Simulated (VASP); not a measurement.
# Hf2Se3S3 in VASP: notebook

The runs below take Hf2Se3S3 through single point, with PBE+D3(BJ).

Everything below comes from runs of VASP 6.6.1. Logs are shortened: lines on timing, memory, paths and dates and some standing lists are left out, and cuts for length are marked.

## 1. The cell of the first run

The cell holds an amorphous packing of atoms, 16 atoms: a = 7.367 Å, b = 7.510 Å, c = 7.374 Å, α = 90.64°, β = 90.28°, γ = 90.68°.

## 2. Single point, PBE+D3(BJ)

The input, INCAR:

```
ALGO = Normal
EDIFF = 1E-7
ENCUT = 520
GGA = PE
ISIF = 2
ISMEAR = -1
ISYM = 0
IVDW = 12
LASPH = True
LCHARG = False
LREAL = Auto
LWAVE = False
NBANDS = 70
NELM = 100
PREC = Accurate
SIGMA = 0.1896
```

The input, KPOINTS:

```
Automatic mesh
0
Gamma
  1 1 1
  0.25 0.25 0.25
```

The input, POSCAR:

```
Hf2Se3S3
1.0
    7.3673110000     -0.0439010000     -0.0180960000
   -0.0439010000      7.5102110000     -0.0415870000
   -0.0180960000     -0.0415870000      7.3739650000
Hf Se S
4 6 6
Direct
    0.0780658909      0.6415025425      0.9596094973
    0.5471297191      0.6199035847      0.4575270956
    0.4571198978      0.9266533295      0.0743503358
    0.8578500108      0.2841888907      0.2047769710
    0.7278655072      0.0872782149      0.9530811569
    0.2356744213      0.4489238057      0.1896304307
    0.6256853617      0.0407266986      0.3915619485
    0.8315693661      0.7371235488      0.6686382206
    0.4828706131      0.3718520409      0.6660202805
    0.0106212458      0.2078601944      0.5737041719
    0.2085065748      0.7919839973      0.2388313985
    0.2675912679      0.7651710908      0.7575881499
    0.5754165876      0.5569757791      0.0891446719
    0.0178473901      0.5255093178      0.6154889971
    0.8143991732      0.6485888773      0.1945892384
    0.1811506963      0.2185699099      0.9922679006
```

Potentials or basis: VASP PAW PBE potentials, release 64 (Hf_pv, Se, S).

Run with:

```bash
> cat potpaw_PBE.64/Hf_pv/POTCAR potpaw_PBE.64/Se/POTCAR potpaw_PBE.64/S/POTCAR > POTCAR
> mpirun -np 1 vasp_std > vasp.out
```

OUTCAR:

```text
EDIFF = 1E-7
   ENCUT = 520
   GGA = PE
   ISIF = 2
   ISMEAR = -1
   ISYM = 0
   IVDW = 12
   LASPH = True
   LREAL = Auto
   NELM = 100
   PREC = Accurate
 IVDW          = 12

 ion  position               nearest neighbor table
   1  0.078  0.642  0.960-  12 2.25  11 2.52   6 2.53  15 2.61  14 2.71   8 2.91  16 3.29   3 3.59
                             4 3.62
   2  0.547  0.620  0.458-   9 2.47   8 2.74  13 2.76  15 2.78  12 3.22   7 3.25  11 3.25   6 3.26
                             3 3.73
   3  0.457  0.927  0.074-  11 2.42   5 2.49   7 2.77  13 2.92  12 2.96  16 3.07   1 3.59   2 3.73

   4  0.858  0.284  0.205-   5 2.54  15 2.76   7 2.86  16 2.90  10 3.00   6 3.04  13 3.06   1 3.62

   5  0.728  0.087  0.953-   3 2.49   4 2.54
   6  0.236  0.449  0.190-  16 2.28   1 2.53  11 2.61  13 2.73   4 3.04   2 3.26
   7  0.626  0.041  0.392-   3 2.77   4 2.86   2 3.25
   8  0.832  0.737  0.669-  14 2.15   2 2.74   1 2.91
   9  0.483  0.372  0.666-   2 2.47
  10  0.011  0.208  0.574-  14 2.40   4 3.00
  11  0.209  0.792  0.239-   3 2.42   1 2.52   6 2.61   2 3.25
  12  0.268  0.765  0.758-   1 2.25  14 2.75   3 2.96   2 3.22
  13  0.575  0.557  0.089-  15 2.03   6 2.73   2 2.76   3 2.92   4 3.06
  14  0.018  0.526  0.615-   8 2.15  10 2.40   1 2.71  12 2.75
  15  0.814  0.649  0.195-  13 2.03   1 2.61   4 2.76   2 2.78
  16  0.181  0.219  0.992-   6 2.28   4 2.90   3 3.07   1 3.29

IMPORTANT INFORMATION: All symmetrisations will be switched off!
NOSYMM: (Re-)initialisation of all symmetry stuff for point group C_1.

----------------------------------------------------------------------------------------

                                     Primitive cell

  volume of cell :     407.9724

  direct lattice vectors                    reciprocal lattice vectors
     7.367311000 -0.043901000 -0.018096000     0.135740303  0.000795340  0.000337598
    -0.043901000  7.510211000 -0.041587000     0.000795340  0.133160870  0.000752940
    -0.018096000 -0.041587000  7.373965000     0.000337598  0.000752940  0.135617327

  length of vectors
     7.367464023  7.510454450  7.374104472     0.135743053  0.133165374  0.135619837

  position of ions in fractional coordinates (direct lattice)
     0.078065891  0.641502542  0.959609497
     0.547129719  0.619903585  0.457527096
     0.457119898  0.926653329  0.074350336
     0.857850011  0.284188891  0.204776971
     0.727865507  0.087278215  0.953081157
     0.235674421  0.448923806  0.189630431
[... 8 lines left out ...]
     0.814399173  0.648588877  0.194589238
     0.181150696  0.218569910  0.992267901

  ion indices of the primitive-cell ions
   primitive index   ion index
                 1           1
[... 70 lines left out ...]
   ISYM   =      0    0-nonsym 1-usesym 2-fastsym
   POTIM  = 0.5000    time-step for ionic-motion
   TEBEG  =    0.0;   TEEND  =   0.0 temperature during run
   PSTRESS=    0.0 pullay stress
   NELECT =     112.0000    total number of electrons
   NUPDOWN=      -1.0000    fix difference up-down
   EMIN   =  10.00;   EMAX   =-10.00  energy-range for DOS
   EFERMI =   0.00;   METHOD = LEGACY
   ISMEAR =    -1;   SIGMA  =   0.19  broadening in eV -4-tet -1-fermi 0-gaus
   EFERMI_NEDOS =   21; number of points for ismear=-14 and -15
   IALGO  =     38    algorithm
   IMIX   =      4    mixing-type and parameters
     AMIX     =   0.40;   BMIX     =  1.00
     AMIX_MAG =   1.60;   BMIX_MAG =  1.00
  volume/ion in A,a.u.               =      25.50       172.07
  Fermi-wavevector in a.u.,A,eV,Ry     =   1.063989  2.010648 15.402789  1.132073
  Thomas-Fermi vector in A             =   2.199493
   LORBIT       =      0    0 simple, 1 ext, 2 COOP (PROOUT), +10 PAW based schemes
   GGA     = PE    functional components
   LHFCALC =     F    Hartree Fock is set to
   AEXX    =    0.0000 exact exchange contribution
   IVDW    =    12    specifies the selected vdW correction
   LEPSILON=     F    determine dielectric tensor
   LRPA    =     F    only Hartree local field effects (RPA)
 non-spin polarized calculation
  energy-cutoff  :      520.00
  volume of cell :      407.97
 maximum number of plane-waves:     10988
 NGX is ok and might be reduce to    54
   NGX = 27   NGY = 27   NGZ = 27

 number of electron     112.0000006 magnetization

 Free energy of the ion-electron system (eV)
  ---------------------------------------------------
  ext. energy  EPLUGINS =         0.00000000
  ---------------------------------------------------
  free energy    TOTEN  =       -92.15511001 eV

  energy without entropy =      -91.53363819  energy(sigma->0) =      -91.84437410

 E-fermi :   3.4279     XC(G=0):  -9.1902

 val. band max:        3.1328273530   @ k =   0.2500   0.2500   0.2500
 cond. band min:       3.7387854825   @ k =   0.2500   0.2500   0.2500
 fundamental gap:      0.6059581294
 Fermi energy:         3.4278517163

 k-point     1 :       0.2500    0.2500    0.2500
  band No.  band energies     occupation
      1     -28.9309      2.00000
      2     -28.7915      2.00000
      3     -28.7366      2.00000
      4     -28.7110      2.00000
      5     -28.6294      2.00000
      6     -28.5838      2.00000
[... 60 lines left out ...]
     67       5.5202      0.00003
     68       5.6021      0.00002
 [bands above 68 left out]

------------------------ aborting loop because EDIFF is reached ----------------------------------------

 Edisp (eV)   -5.01620

 E8    (eV) :    -2.1651

  FORCE on cell =-STRESS in cart. coord.  units (eV):
  Direction    XX          YY          ZZ          XY          YZ          ZX
  --------------------------------------------------------------------------------------
  -------------------------------------------------------------------------------------
  Total       2.49147    -8.38402   -14.69373     4.29466     1.81454    -3.47934
  in kB       9.78444   -32.92546   -57.70480    16.86586     7.12601   -13.66397
  external pressure =      -26.95 kB  Pullay stress =        0.00 kB

 VOLUME and BASIS-vectors are now :
 -----------------------------------------------------------------------------
  energy-cutoff  :      520.00
  volume of cell :      407.97
      direct lattice vectors                 reciprocal lattice vectors
     7.367311000 -0.043901000 -0.018096000     0.135740303  0.000795340  0.000337598
    -0.043901000  7.510211000 -0.041587000     0.000795340  0.133160870  0.000752940
    -0.018096000 -0.041587000  7.373965000     0.000337598  0.000752940  0.135617327

 POSITION                                       TOTAL-FORCE (eV/Angst)
 -----------------------------------------------------------------------------------
      0.52961      4.77449      7.04804        -1.443332     -0.696255      0.421875
      3.99538      4.61256      3.33811        -0.450773      0.515696     -0.058825
      3.32572      6.93620      0.50145        -0.725886     -0.274213      0.358329
      6.30387      2.08814      1.48268         0.939770     -0.485534      1.102449
      5.34133      0.58389      7.01119         0.502538      0.474954     -1.168538
      1.71315      3.35328      1.37539        -0.605779     -1.207961      0.225135
[... 8 lines left out ...]
      5.96794      4.82719      1.39318         1.563498     -0.609953      0.749298
      1.30704      1.59229      7.30458        -0.692264     -0.874599      0.950622
 -----------------------------------------------------------------------------------
    total drift:                                0.000460      0.011224      0.020658

  FREE ENERGIE OF THE ION-ELECTRON SYSTEM (eV)
  ---------------------------------------------------
  free  energy   TOTEN  =       -97.1713137140 eV

  energy  without entropy=      -96.5498418905  energy(sigma->0) =      -96.86057780
```

stdout:

```text
POSCAR found type information on POSCAR HfSeS
 POSCAR found :  3 types and      16 ions
 scaLAPACK will be used
 LDA part: xc-table for (Slater+PW92), standard interpolation
 POSCAR, INCAR and KPOINTS ok, starting setup
 FFT: planning ... GRIDC
 FFT: planning ... GRID_SOFT
 FFT: planning ... GRID
 WAVECAR not read
 entering main loop
```

Run time: 43 s. Hardware: 1 thread of Intel Xeon 6975P-C (Granite Rapids), shared host; peak memory 0.4 GiB.

Results:

```yaml
Free_energy: -97.1713 eV
Pressure: -2.7 GPa
Largest_force: 4.086 eV/Å
Band_gap_on_the_k_mesh: 0.61 eV
Dispersion_energy_per_atom: -0.314 eV
```

Forces in eV/Å, atoms in the order of the input:
```
Hf  -1.443 -0.696  0.422
Hf  -0.451  0.516 -0.059
Hf  -0.726 -0.274  0.358
Hf   0.940 -0.486  1.102
Se   0.503  0.475 -1.169
Se  -0.606 -1.208  0.225
Se  -0.803 -0.227 -0.906
Se  -1.769  0.922  0.578
Se   0.496  0.642 -1.255
Se  -0.798  0.999 -1.241
S    0.106  0.812  0.947
S    3.377  2.233 -0.548
S   -1.297  0.320  0.381
S    1.600 -2.544 -0.537
S    1.563 -0.610  0.749
S   -0.692 -0.875  0.951
```

Stress tensor (GPa, compression positive):
```
 0.98  1.69 -1.37
 1.69 -3.29  0.71
-1.37  0.71 -5.77
```

Levels at points of the mesh, in eV from the valence-band top:
| k point | band 53 | band 54 | band 55 | band 56 | band 57 | band 58 | band 59 | band 60 |
| --- | --- | --- | --- | --- | --- | --- | --- | --- |
| (0.25, 0.25, 0.25) | -0.68 | -0.47 | -0.28 | 0.00 | 0.61 | 0.85 | 0.99 | 1.29 |

Caveat: the k points lie up to 0.85 Å⁻¹ apart; spin-orbit coupling is left out, which moves the levels of the heavy elements.

## 3. Single point, PBE+D3(BJ)

The input, INCAR:

```
SYSTEM = Hf2Se3S3
ALGO = Normal
EDIFF = 1E-7
ENCUT = 520
GGA = PE
ISIF = 2
ISMEAR = -1
ISYM = 0
IVDW = 12
LASPH = .True.
LCHARG = .False.
LREAL = Auto
LWAVE = .False.
NBANDS = 70
NELM = 60
PREC = Accurate
SIGMA = 0.1896
```

KPOINTS is that of step 2.

The input, POSCAR:

```
Hf2Se3S3
1.0
    7.3673110000     -0.0439010000     -0.0180960000
   -0.0439010000      7.5102110000     -0.0415870000
   -0.0180960000     -0.0415870000      7.3739650000
Hf Se S
4 6 6
Direct
    0.0737494713      0.6404251467      0.9811553121
    0.5349007077      0.7339388845      0.5085773908
    0.4166964554      0.8938203687      0.0355200827
    0.8825829291      0.2131481947      0.2075322319
    0.6730294245      0.0885823631      0.9245815535
    0.2542037859      0.3799216979      0.1898986333
    0.6440846302     -0.0145933218      0.3284948414
    0.8128297105      0.6867523174      0.7361380119
    0.5308384269      0.4024348821      0.5823103461
   -0.0481607372      0.1568281163      0.5343147810
    0.1604790204      0.7821732166      0.2907087660
    0.3430946942      0.8360471002      0.7395563082
    0.4969210333      0.5727737745      0.0583252329
    0.1681641849      0.3964146839      0.6540588132
    0.8501888706      0.5200893673      0.2016674848
    0.1361699496      0.0905965363      1.0650469279
```

Potentials or basis: VASP PAW PBE potentials, release 64 (Hf_pv, Se, S).

Run with:

```bash
> cat potpaw_PBE.64/Hf_pv/POTCAR potpaw_PBE.64/Se/POTCAR potpaw_PBE.64/S/POTCAR > POTCAR
> mpirun -np 1 vasp_std > vasp.out
```

Run time: 43 s. Hardware: 1 thread of Intel Xeon 6975P-C (Granite Rapids), shared host; peak memory 0.4 GiB.

The run converged. Its results:

```
Free energy                : -98.5760 eV
Pressure                   : -1.1 GPa
Largest force              : 2.537 eV/Å
Band gap on the k mesh     : 0.29 eV
Dispersion energy per atom : -0.313 eV
```

Forces on the atoms (eV/Å):
```
Hf   0.290 -1.368  0.664
Hf  -0.507 -1.698  0.151
Hf   0.202  0.296  2.512
Hf  -1.047 -0.225 -0.852
Se   0.860  0.663 -0.081
Se   0.097  0.649 -0.936
Se   0.084  0.425  0.308
Se   0.159  0.226 -0.029
Se  -0.828 -0.236  0.229
Se   0.998  1.016  1.744
S    1.097 -0.561 -1.112
S   -1.758  0.101 -1.422
S   -0.335 -0.056  0.312
S    0.027 -0.306 -0.298
S   -0.652  1.221 -0.449
S    1.314 -0.148 -0.741
```

Stress tensor (GPa, compression positive):
```
-2.09  0.38 -1.42
 0.38  0.65 -0.93
-1.42 -0.93 -1.73
```

Levels at points of the mesh, in eV from the valence-band top:
```
           k point  band 52  band 53  band 54  band 55  band 56  band 57  band 58  band 59  band 60  band 61
(0.25, 0.25, 0.25)    -0.59    -0.53    -0.23    -0.14     0.00     0.29     0.71     0.85     1.40     1.65
```

Caveat: the k points lie up to 0.85 Å⁻¹ apart; spin-orbit coupling is left out, which moves the levels of the heavy elements.
